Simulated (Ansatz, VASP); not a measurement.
# One calculation of TaC, two programs

```
Ta C
1.0
     0.00000    2.27454    2.27454
     2.27454    0.00000    2.27454
     2.27454    2.27454    0.00000
Ta C
1 1
Cartesian
  0.0000 0.0000 0.0000
  2.2745 2.2745 2.2745
```

Change from the starting cell: volume scaled by 1.04, ions relaxed.

Alike in both runs: task relaxation of the atoms; functional PBE; k mesh 18 × 18 × 18; occupations fermi-dirac, width 0.05 eV; collinear spin.

|  | VASP | Ansatz |
| --- | --- | --- |
| version | VASP 6.6.1 | Ansatz 0.2.0 |
| potentials or method | VASP PAW PBE potentials, release 64 (Ta_pv, C) | plane-wave PAW, scalar-relativistic |
| plane-wave cutoff (eV) | 520 | 420 |
| valence electrons in the cell | 15 | 17 |

|  | VASP | Ansatz | Ansatz less VASP |
| --- | --- | --- | --- |
| net moment per atom (μB) | 0.00 | 0.00 | 0.000 |

VASP's potentials hold 15 valence electrons a cell and Ansatz's 17, so a difference there can come from the potentials and not from the codes. Ansatz's warnings: seeded moment not kept, stress scf threshold loose.

Neither program's run includes spin-orbit coupling. Noted on VASP's run: the relaxation stopped at its first step, so nothing moved.
